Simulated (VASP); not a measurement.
The system is Ir.

```xyz
1
Lattice="-1.5237 1.5237 1.5237 1.5237 -1.5237 1.5237 1.5237 1.5237 -1.5237" Properties=species:S:1:pos:R:3 pbc="T T T"
Ir    0.0000    0.0000    0.0000
```

This isn't the form of Ir at room conditions, which is fcc.

* Program: VASP 6.6.1
* Task: relaxation of cell and atoms
* Functional: r2SCAN
* Potentials or basis: VASP PAW PBE potentials, release 64 (Ir_sv_GW)
* Cutoff: 620 eV
* k mesh: 14 × 14 × 14
* Occupations: fermi-dirac, width 0.1 eV
* Spin: no spin polarisation

At the start: pressure 13.8 GPa; volume 14.15 Å³/atom.

**Question.** Where does the relaxation end?

**Answer.** Over 4 steps the energy falls by 22.0 meV/atom and the volume is 14.68 Å³/atom (+3.8 %); space group Im-3m (No. 229, to 0.1 Å) before and after.

Step by step:
```csv
step,energy change (eV),largest force (eV/Å),pressure (GPa),volume (Å³)
1,0.0000,0.0000,13.79,14.15
2,0.2261,0.0000,-32.82,16.79
3,-0.0219,0.0000,-0.75,14.71
4,-0.0220,0.0000,-0.06,14.68
```

Final structure:
```
Ir
1.0
    -1.54259    1.54259    1.54259
     1.54259   -1.54259    1.54259
     1.54259    1.54259   -1.54259
Ir
1
Direct
  0.00000 0.00000 0.00000
```

Caveat: the PAW data sets were made with another functional, which shifts forces and pressure a little.
